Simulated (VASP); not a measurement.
Input of a VASP 6.6.1 run:

Contents of INCAR:

```
SYSTEM = Sc
ALGO     = Normal         ! electronic algorithm
EDIFF    = 1E-6           ! SCF threshold, eV
ENCUT    = 520            ! plane-wave cutoff, eV
GGA      = PE             ! functional
ISIF     = 2              ! what is computed and relaxed
ISMEAR   = -1             ! smearing method
LASPH    = .TRUE.         ! aspherical terms in the spheres
LCHARG   = .FALSE.        ! write CHGCAR
LREAL    = .FALSE.        ! projectors in reciprocal space
LWAVE    = .FALSE.        ! write WAVECAR
NBANDS   = 12             ! bands
NELM     = 80             ! most SCF steps
PREC     = Accurate       ! precision mode
SIGMA    = 0.06122561905347299 ! smearing width, eV
```

File KPOINTS:

```
k-points
0
G
  21 21 21
  0 0 0
```

Contents of POSCAR:

```
Sc
1.0
   -1.8752400427      1.8752400427      1.8752400427
    1.8752400427     -1.8752400427      1.8752400427
    1.8752400427      1.8752400427     -1.8752400427
Sc
1
Direct
    0.0000000000      0.0000000000      0.0000000000
```

Potentials or basis: VASP PAW PBE potentials, release 64 (Sc_sv).

Command:

```bash
$ cat potpaw_PBE.64/Sc_sv/POTCAR > POTCAR
$ mpirun -np 1 vasp_std > vasp.out
```

**Question.** What does it give for the band gap on the k mesh?

**Answer.** Zero (an odd number of electrons rules out a gap without spin polarisation).

**Question.** Predict the pressure.

**Answer.** -2.8 GPa.
